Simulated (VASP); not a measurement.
Here is a VASP 6.6.1 calculation.

INCAR

```
PREC = Accurate
ENCUT = 400
EDIFF = 1E-8
ISMEAR = -1
SIGMA = 0.03
LREAL = F
LASPH = T
NELM = 120
ALGO = Normal
ISIF = 2
LWAVE = F
LCHARG = F
GGA = PE
LEFG = T
NBANDS = 18
GGA_COMPAT = F
```

The input KPOINTS:

```
Automatic mesh
0
Gamma
  9 9 5
```

File POSCAR:

```
TaS2
1.0
    3.3611317775      0.0000000000      0.0000000000
   -1.6805658888      2.9108255048      0.0000000000
    0.0000000000      0.0000000000      5.8794685816
Ta S
1 2
Direct
    0.0000000000      0.0000000000      0.0000000000
    0.3333333333      0.6666666667      0.2500000000
    0.6666666667      0.3333333333      0.7500000000
```

Potentials or basis: VASP PAW PBE potentials, release 64 (Ta_pv, S).

Command:

```sh
$ cat potpaw_PBE.64/Ta_pv/POTCAR potpaw_PBE.64/S/POTCAR > POTCAR
$ mpirun -np 1 vasp_std > vasp.out
```

(1) What does it give for the pressure?

(2) Estimate the largest force.

## Answers

(1) 7.6 GPa.

(2) 1.080 eV/Å.

Caveat: without QUAD_EFG the Cq values of the log hold for a quadrupole moment of 1 mb, not for the nuclei; this functional lacks dispersion, which binds the layers, so the pressure and a relaxed spacing across them are unreliable; forces of over 1 eV/Å act on the atoms, so gaps and moduli don't describe the material at rest.
